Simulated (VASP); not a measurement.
# CdSe in VASP: notebook

CdSe is run at these levels: PBEsol-based screened hybrid with 25 % exact exchange, PBE-based screened hybrid with 25 % exact exchange, PBE; tasks: single point, relaxation of cell and atoms.

Program: VASP 6.6.1. These are calculated values, not measurements. Logs are shortened: lines on timing, memory, paths and dates and some standing lists are left out, and cuts for length are marked.

## Step 1: The cell of the first run

It takes space group F-43m (No. 216, cubic). The conventional cell has a = 6.076 Å, b = 6.076 Å, c = 6.076 Å, α = 90.00°, β = 90.00°, γ = 90.00°. Cd (site symmetry -43m) has 4 Se at 2.63 Å within 3.5 Å. Se (site symmetry -43m) has 4 Cd at 2.63 Å within 3.5 Å.

## Step 2: Single point, PBEsol-based screened hybrid with 25 % exact exchange

Input file POSCAR:

```
CdSe
1.0
    0.0000000000      3.0377556400      3.0377556400
    3.0377556400      0.0000000000      3.0377556400
    3.0377556400      3.0377556400      0.0000000000
Cd Se
1 1
Direct
    0.0000000000      0.0000000000      0.0000000000
    0.2500000000      0.2500000000      0.2500000000
```

Input file INCAR.step1:

```
SYSTEM = CdSe
  ALGO = Normal
  EDIFF = 1E-5
  ENCUT = 400
  GGA = PE
  GGA_COMPAT = .False.
  ISIF = 2
  ISMEAR = -1
  LASPH = .True.
  LREAL = .False.
  LWAVE = .True.
  NBANDS = 16
  NELM = 120
  PREC = Accurate
  SIGMA = 0.05
```

Input file INCAR.step2:

```
SYSTEM = CdSe
  AEXX = 0.25
  ALGO = Normal
  EDIFF = 1E-6
  ENCUT = 400
  GGA = PS
  GGA_COMPAT = .False.
  HFSCREEN = 0.207
  ISIF = 2
  ISMEAR = -1
  ISTART = 1
  LASPH = .True.
  LCHARG = .True.
  LELF = .True.
  LHFCALC = .True.
  LREAL = .False.
  LVHAR = .True.
  LWAVE = .False.
  NBANDS = 16
  NELM = 120
  PREC = Accurate
  PRECFOCK = Normal
  SIGMA = 0.05
```

Input file KPOINTS:

```
k-points
0
Gamma
  4 4 4
  0 0 0
```

Potentials or basis: VASP PAW PBE potentials, release 64 (Cd, Se).

Run with:

```
$ cat potpaw_PBE.64/Cd/POTCAR potpaw_PBE.64/Se/POTCAR > POTCAR
$ cp INCAR.step1 INCAR
$ mpirun -np 1 vasp_std > vasp.out
$ cp INCAR.step2 INCAR
$ mpirun -np 1 vasp_std > vasp.out
```

OUTCAR:

```text
SYSTEM = CdSe
   AEXX = 0.25
   EDIFF = 1E-6
   ENCUT = 400
   GGA = PS
   HFSCREEN = 0.207
   ISIF = 2
   ISMEAR = -1
   ISTART = 1
   LASPH = .True.
   LHFCALC = .True.
   LREAL = .False.
   NELM = 120
   PREC = Accurate
   PRECFOCK = Normal

 ion  position               nearest neighbor table
   1  0.000  0.000  0.000-   2 2.63   2 2.63   2 2.63   2 2.63
   2  0.250  0.250  0.250-   1 2.63   1 2.63   1 2.63   1 2.63

  LATTYP: Found a face centered cubic cell.
 ALAT       =     6.0755112800

  Lattice vectors:

 A1 = (   0.0000000000,   3.0377556400,   3.0377556400)
 A2 = (   3.0377556400,   0.0000000000,   3.0377556400)
 A3 = (   3.0377556400,   3.0377556400,   0.0000000000)

Analysis of symmetry for initial positions (statically):
=====================================================================
 Subroutine PRICEL returns:
 Original cell was already a primitive cell.

 Routine SETGRP: Setting up the symmetry group for a
 face centered cubic supercell.

 Subroutine GETGRP returns: Found 24 space group operations
 (whereof 24 operations were pure point group operations)
 out of a pool of 48 trial point group operations.

The static configuration has the point symmetry T_d .

Analysis of symmetry for dynamics (positions and initial velocities):
=====================================================================
 Subroutine PRICEL returns:
 Original cell was already a primitive cell.

 Routine SETGRP: Setting up the symmetry group for a
 face centered cubic supercell.

 Subroutine GETGRP returns: Found 24 space group operations
 (whereof 24 operations were pure point group operations)
 out of a pool of 48 trial point group operations.

The dynamic configuration has the point symmetry T_d .

 Subroutine INISYM returns: Found 24 space group operations
 (whereof 24 operations are pure point group operations),
 and found     1 'primitive' translations

----------------------------------------------------------------------------------------

                                     Primitive cell

  volume of cell :      56.0646

  direct lattice vectors                    reciprocal lattice vectors
     0.000000000  3.037755640  3.037755640    -0.164595201  0.164595201  0.164595201
     3.037755640  0.000000000  3.037755640     0.164595201 -0.164595201  0.164595201
     3.037755640  3.037755640  0.000000000     0.164595201  0.164595201 -0.164595201

  length of vectors
     4.296035225  4.296035225  4.296035225     0.285087251  0.285087251  0.285087251

  position of ions in fractional coordinates (direct lattice)
     0.000000000  0.000000000  0.000000000
     0.250000000  0.250000000  0.250000000

  ion indices of the primitive-cell ions
   primitive index   ion index
                 1           1
                 2           2

----------------------------------------------------------------------------------------

 KPOINTS: k-points

Automatic generation of k-mesh.
 Grid dimensions read from file:
 generate k-points for:    4    4    4

 Generating k-lattice:

  Cartesian coordinates                     Fractional coordinates (reciprocal lattice)
    -0.041148800  0.041148800  0.041148800     0.250000000  0.000000000  0.000000000
     0.041148800 -0.041148800  0.041148800     0.000000000  0.250000000  0.000000000
     0.041148800  0.041148800 -0.041148800     0.000000000  0.000000000  0.250000000

  Length of vectors
     0.071271813  0.071271813  0.071271813

  Shift w.r.t. Gamma in fractional coordinates (k-lattice)
     0.000000000  0.000000000  0.000000000

 Subroutine IBZKPT returns following result:
 ===========================================

 Found      8 irreducible k-points:

 Following reciprocal coordinates:
            Coordinates               Weight
  0.000000  0.000000  0.000000      1.000000
  0.250000  0.000000  0.000000      8.000000
  0.500000  0.000000  0.000000      4.000000
  0.250000  0.250000  0.000000      6.000000
  0.500000  0.250000  0.000000     24.000000
 -0.250000  0.250000  0.000000     12.000000
  0.500000  0.500000  0.000000      3.000000
 -0.250000  0.500000  0.250000      6.000000
   k-points           NKPTS =      8   k-points in BZ     NKDIM =     64   number of bands    NBANDS=     16
   number of dos      NEDOS =    301   number of ions     NIONS =      2
   total plane-waves  NPLWV =  21952
   dimension x,y,z NGX =    28 NGY =   28 NGZ =   28
   dimension x,y,z NGXF=    56 NGYF=   56 NGZF=   56
   ions per type =               1   1
   NGX,Y,Z   is equivalent  to a cutoff of  10.84, 10.84, 10.84 a.u.
   NGXF,Y,Z  is equivalent  to a cutoff of  21.67, 21.67, 21.67 a.u.
 SYSTEM =  CdSe
   PREC   = accura    normal or accurate (medium, high low for compatibility)
   ISTART =      1    job   : 0-new  1-cont  2-samecut
   ICHARG =      0    charge: 1-file 2-atom 10-const
   ISPIN  =      1    spin polarized calculation?
   LNONCOLLINEAR =      F non collinear calculations
   LSORBIT =      F    spin-orbit coupling
   LASPH  =      T    aspherical Exc in radial PAW
   ENCUT  =  400.0 eV  29.40 Ry    5.42 a.u.   7.01  7.01  7.01*2*pi/ulx,y,z
   NELM   =    120;   NELMIN=  2; NELMDL=  0     # of ELM steps
   EDIFF  = 0.1E-05   stopping-criterion for ELM
   LREAL  =      F    real-space projection
   EDIFFG = 0.1E-04   stopping-criterion for IOM
   NSW    =      0    number of steps for IOM
   IBRION =     -1    ionic relax: 0-MD 1-quasi-New 2-CG
   NFREE  =      0    steps in history (QN), initial steepest desc. (CG)
   ISIF   =      2    stress and relaxation
   ISYM   =      3    0-nonsym 1-usesym 2-fastsym
   POTIM  = 0.5000    time-step for ionic-motion
   TEBEG  =    0.0;   TEEND  =   0.0 temperature during run
   PSTRESS=    0.0 pullay stress
   NELECT =      18.0000    total number of electrons
   NUPDOWN=      -1.0000    fix difference up-down
   EMIN   =  10.00;   EMAX   =-10.00  energy-range for DOS
   EFERMI =   0.00;   METHOD = LEGACY
   ISMEAR =    -1;   SIGMA  =   0.05  broadening in eV -4-tet -1-fermi 0-gaus
   EFERMI_NEDOS =   21; number of points for ismear=-14 and -15
   IALGO  =     38    algorithm
   IMIX   =      1    mixing-type and parameters
     AMIX     =   0.40;   BMIX     =  1.00
     AMIX_MAG =   1.60;   BMIX_MAG =  1.00
  volume/ion in A,a.u.               =      28.03       189.17
  Fermi-wavevector in a.u.,A,eV,Ry     =   1.120993  2.118369 17.097420  1.256625
  Thomas-Fermi vector in A             =   2.257643
   LORBIT       =      0    0 simple, 1 ext, 2 COOP (PROOUT), +10 PAW based schemes
   GGA     = PS    functional components
   LHFCALC =     T    Hartree Fock is set to
   PRECFOCK=normal    Normal, Fast or Accurate (Low or Medium for compatibility)
   ENCUT4O =  -1.0   cutoff for four orbital integrals eV
   NKREDX  =     1    reduce k-point grid by
   NKREDY  =     1    reduce k-point grid by
   NKREDZ  =     1    reduce k-point grid by
   AEXX    =    0.2500 exact exchange contribution
   HFSCREEN=    0.2070 screening length (either q_TF or 0.3 A-1)
   HFSCREENC=   0.2070 screening length for correlation (either q_TF or 0.3 A-1)
   ENCUTFOCK=  -1.0 apply spherical cutoff to Coloumb kernel
   IVDW    =     0    specifies the selected vdW correction
   LEPSILON=     F    determine dielectric tensor
   LRPA    =     F    only Hartree local field effects (RPA)
 non-spin polarized calculation
  energy-cutoff  :      400.00
  volume of cell :       56.06
 maximum number of plane-waves:      1036
  NGX = 24; NGY = 24; NGZ = 24

 number of electron      17.9999998 magnetization

 Free energy of the ion-electron system (eV)
  ---------------------------------------------------
  ext. energy  EPLUGINS =         0.00000000
  ---------------------------------------------------
  free energy    TOTEN  =        -7.27649228 eV

  energy without entropy =       -7.27649223  energy(sigma->0) =       -7.27649225

 E-fermi :   1.0319     XC(G=0):  -7.5621

 val. band max:        0.2898205348   @ k =   0.0000   0.0000   0.0000
 cond. band min:       1.7188985416   @ k =   0.0000   0.0000   0.0000
 fundamental gap:      1.4290780068
 Fermi energy:         1.0318541397

 k-point     1 :       0.0000    0.0000    0.0000
  band No.  band energies     occupation
      1     -13.4611      2.00000
      2      -8.8588      2.00000
      3      -8.8588      2.00000
      4      -8.8588      2.00000
      5      -8.4759      2.00000
      6      -8.4759      2.00000
      7       0.2898      2.00000
      8       0.2898      2.00000
      9       0.2898      2.00000
     10       1.7189      0.00000
     11       7.1875      0.00000
     12       7.1875      0.00000
     13       7.1875      0.00000
     14      11.1506      0.00000
     15      12.5270      0.00000
     16      12.5270      0.00000

 k-point     2 :       0.2500    0.0000    0.0000
  band No.  band energies     occupation
      1     -13.2539      2.00000
      2      -8.8041      2.00000
      3      -8.8041      2.00000
      4      -8.6233      2.00000
      5      -8.4749      2.00000
      6      -8.4749      2.00000
      7      -2.5424      2.00000
      8      -0.1455      2.00000
      9      -0.1455      2.00000
     10       3.4626      0.00000
     11       7.2021      0.00000
     12       7.7375      0.00000
     13       7.7375      0.00000
     14      11.3356      0.00000
     15      11.3911      0.00000
     16      11.3911      0.00000

 k-point     3 :       0.5000    0.0000    0.0000
  band No.  band energies     occupation
      1     -13.0458      2.00000
      2      -8.7637      2.00000
      3      -8.7637      2.00000
      4      -8.4556      2.00000
      5      -8.4556      2.00000
      6      -8.1398      2.00000
      7      -4.4623      2.00000
      8      -0.5230      2.00000
      9      -0.5230      2.00000
     10       3.5669      0.00000
     11       7.6804      0.00000
     12       7.6804      0.00000
     13       8.6694      0.00000
     14      11.3664      0.00000
     15      13.6582      0.00000
     16      13.6582      0.00000

 k-point     4 :       0.2500    0.2500    0.0000
  band No.  band energies     occupation
      1     -13.1867      2.00000
      2      -8.7383      2.00000
      3      -8.7383      2.00000
      4      -8.6721      2.00000
      5      -8.4758      2.00000
      6      -8.4482      2.00000
      7      -2.4084      2.00000
      8      -0.8307      2.00000
      9      -0.8307      2.00000
     10       4.4648      0.00000
     11       5.3842      0.00000
     12       9.0100      0.00000
     13       9.0290      0.00000
     14       9.0290      0.00000
     15      13.0776      0.00000
     16      14.7362      0.00000

 k-point     5 :       0.5000    0.2500    0.0000
  band No.  band energies     occupation
      1     -12.9830      2.00000
      2      -8.7156      2.00000
      3      -8.6790      2.00000
      4      -8.5406      2.00000
      5      -8.4443      2.00000
      6      -8.0964      2.00000
      7      -3.9643      2.00000
      8      -1.8746      2.00000
      9      -1.1682      2.00000
     10       4.8663      0.00000
     11       6.4159      0.00000
     12       8.3248      0.00000
     13       9.3007      0.00000
     14      11.3132      0.00000
     15      13.9181      0.00000
     16      14.5115      0.00000

 k-point     6 :      -0.2500    0.2500    0.0000
  band No.  band energies     occupation
      1     -13.0497      2.00000
      2      -8.7369      2.00000
      3      -8.7340      2.00000
      4      -8.4893      2.00000
      5      -8.4868      2.00000
      6      -8.2281      2.00000
      7      -3.5900      2.00000
      8      -1.9426      2.00000
      9      -0.5482      2.00000
     10       5.0618      0.00000
     11       7.0236      0.00000
     12       7.5600      0.00000
     13       8.4700      0.00000
     14      10.9290      0.00000
     15      12.7623      0.00000
     16      14.5947      0.00000

 k-point     7 :       0.5000    0.5000    0.0000
  band No.  band energies     occupation
      1     -12.9171      2.00000
      2      -8.6495      2.00000
      3      -8.6002      2.00000
      4      -8.6002      2.00000
      5      -8.4203      2.00000
      6      -8.0538      2.00000
      7      -4.1220      2.00000
      8      -1.7237      2.00000
      9      -1.7237      2.00000
     10       4.1042      0.00000
     11       4.9494      0.00000
     12      10.5312      0.00000
     13      11.8082      0.00000
     14      11.8082      0.00000
     15      13.9343      0.00000
     16      14.8939      0.00000

 k-point     8 :      -0.2500    0.5000    0.2500
  band No.  band energies     occupation
      1     -12.9187      2.00000
      2      -8.6703      2.00000
      3      -8.6657      2.00000
      4      -8.5158      2.00000
      5      -8.4718      2.00000
      6      -7.9268      2.00000
      7      -3.9806      2.00000
      8      -2.1631      2.00000
      9      -2.0943      2.00000
     10       6.2818      0.00000
     11       6.4903      0.00000
     12       7.7757      0.00000
     13       8.7269      0.00000
     14      12.1467      0.00000
     15      14.0539      0.00000
     16      14.6799      0.00000

------------------------ aborting loop because EDIFF is reached ----------------------------------------

  FORCE on cell =-STRESS in cart. coord.  units (eV):
  Direction    XX          YY          ZZ          XY          YZ          ZX
  --------------------------------------------------------------------------------------
  -------------------------------------------------------------------------------------
  Total       -0.0924204     -0.0924204     -0.0924204      0.0000000     -0.0000000     -0.0000000
  in kB       -2.6411307     -2.6411307     -2.6411307      0.0000000     -0.0000000     -0.0000000
  external PRESSURE =      -2.6411307 kB  Pullay stress =       0.0000000 kB

 VOLUME and BASIS-vectors are now :
 -----------------------------------------------------------------------------
  energy-cutoff  :      400.00
  volume of cell :       56.06
      direct lattice vectors                 reciprocal lattice vectors
     0.000000000  3.037755640  3.037755640    -0.164595201  0.164595201  0.164595201
     3.037755640  0.000000000  3.037755640     0.164595201 -0.164595201  0.164595201
     3.037755640  3.037755640  0.000000000     0.164595201  0.164595201 -0.164595201

 POSITION                                       TOTAL-FORCE (eV/Angst)
 -----------------------------------------------------------------------------------
      0.00000      0.00000      0.00000         0.000000     -0.000000     -0.000000
      1.51888      1.51888      1.51888        -0.000000      0.000000      0.000000
 -----------------------------------------------------------------------------------
    total drift:                                0.000048      0.000050      0.000030

  FREE ENERGIE OF THE ION-ELECTRON SYSTEM (eV)
  ---------------------------------------------------
  free  energy   TOTEN  =        -7.2764922779 eV

  energy  without entropy=       -7.2764922264  energy(sigma->0) =       -7.27649225
```

It took 5.7 min on 1 thread of Intel Xeon Platinum 8259CL at 2.50GHz (Skylake/Cascade Lake), shared host; peak memory 0.26 GiB.

What came out:

```yaml
Free_energy: -7.2765 eV
Pressure: -0.3 GPa
Band_gap_on_the_k_mesh: 1.43 eV
```

Levels at points of the mesh, in eV from the valence-band top:
| k point | band 5 | band 6 | band 7 | band 8 | band 9 | band 10 | band 11 | band 12 | band 13 | band 14 |
| --- | --- | --- | --- | --- | --- | --- | --- | --- | --- | --- |
| (0.00, 0.00, 0.00) | -8.77 | -8.77 | 0.00 | 0.00 | 0.00 | 1.43 | 6.90 | 6.90 | 6.90 | 10.86 |
| (0.50, 0.00, 0.00) | -8.75 | -8.43 | -4.75 | -0.81 | -0.81 | 3.28 | 7.39 | 7.39 | 8.38 | 11.08 |
| (0.50, 0.50, 0.00) | -8.71 | -8.34 | -4.41 | -2.01 | -2.01 | 3.81 | 4.66 | 10.24 | 11.52 | 11.52 |

Caveat: the k points lie up to 0.45 Å⁻¹ apart; the PAW data sets were made with another functional, which shifts forces and pressure a little.

## Step 3: Single point, PBE-based screened hybrid with 25 % exact exchange

This run uses another cell than the first one, of 28.94 Å³/atom.

Input file POSCAR:

```
CdSe
1.0
    0.0000000000      3.0702711986      3.0702711986
    3.0702711986      0.0000000000      3.0702711986
    3.0702711986      3.0702711986      0.0000000000
Cd Se
1 1
Direct
    0.0000000000      0.0000000000      0.0000000000
    0.2500000000      0.2500000000      0.2500000000
```

INCAR.step1, as its differences from that of step 2:

```diff
@@ -9,2 +9,3 @@
   LASPH = .True.
+  LCHARG = .False.
   LREAL = .False.
```

Input file INCAR.step2:

```
SYSTEM = CdSe
  AEXX = 0.25
  ALGO = Normal
  EDIFF = 1E-6
  ENCUT = 400
  GGA = PE
  GGA_COMPAT = .False.
  HFSCREEN = 0.3
  ISIF = 2
  ISMEAR = -1
  ISTART = 1
  LASPH = .True.
  LCHARG = .False.
  LHFCALC = .True.
  LREAL = .False.
  LWAVE = .False.
  NBANDS = 16
  NELM = 120
  PREC = Accurate
  PRECFOCK = Normal
  SIGMA = 0.05
```

KPOINTS is that of step 2.

Potentials or basis: VASP PAW PBE potentials, release 64 (Cd, Se).

Run with:

```
$ cat potpaw_PBE.64/Cd/POTCAR potpaw_PBE.64/Se/POTCAR > POTCAR
$ cp INCAR.step1 INCAR
$ mpirun -np 1 vasp_std > vasp.out
$ cp INCAR.step2 INCAR
$ mpirun -np 1 vasp_std > vasp.out
```

Run time: 5.5 min. Hardware: 1 thread of Intel Xeon Platinum 8259CL at 2.50GHz (Skylake/Cascade Lake), shared host; peak memory 0.26 GiB.

It converged, with:

* Free energy: -6.5989 eV
* Pressure: 0.1 GPa
* Band gap on the k mesh: 1.31 eV

Levels at points of the mesh, in eV from the valence-band top:
```
           k point  band 6  band 7  band 8  band 9  band 10  band 11  band 12  band 13
(0.00, 0.00, 0.00)   -8.65    0.00    0.00    0.00     1.31     6.76     6.76     6.76
(0.50, 0.00, 0.00)   -8.33   -4.43   -0.74   -0.74     3.14     7.24     7.24     8.19
(0.50, 0.50, 0.00)   -8.25   -4.14   -1.85   -1.85     3.81     4.51     9.95    11.16
```

Caveat: the k points lie up to 0.44 Å⁻¹ apart; the PAW data sets were made with another functional, which shifts forces and pressure a little.

[end of part 1 of 2]
